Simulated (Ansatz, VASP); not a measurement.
Two plane-wave programs on Ga

```
Ga
1.0
     1.43550   -4.02435    0.00000
     1.43550    4.02435    0.00000
     0.00000    0.00000    3.17000
Ga
2
Cartesian
  1.4355 2.9539 2.3775
  1.4355 -2.9539 0.7925
```

Alike in both runs: functional PBEsol; k mesh 8 × 8 × 7; occupations fermi-dirac, width 0.05 eV; no spin polarisation.

|  | VASP | Ansatz |
| --- | --- | --- |
| version | VASP 6.6.1 | Ansatz 0.2.0 |
| potentials or method | VASP PAW PBE potentials, release 64 (Ga_d) | Ansatz PAW |
| plane-wave cutoff (eV) | 520 | 420 |
| valence electrons in the cell | 26 | 26 |
| task | single point | band structure |

```tsv
	VASP	Ansatz	Ansatz less VASP
gap on the k mesh at the Fermi level (eV)	none	none	-
pressure (GPa)	-0.9	-0.9	+0.05
traceless stress, the component that is largest in VASP (GPa)	1.55	1.54	-0.008
rms of the force components (eV/Å)	0.125	0.126	+0.0006
```

VASP's potentials were made for PBE, not for PBEsol. Atom by atom the forces differ by 0.001 eV/Å (rms over components). A gap of «none» marks a metal or a gap that the smearing closes. The functional is the same, so the differences come from potentials, cutoffs and numerics.
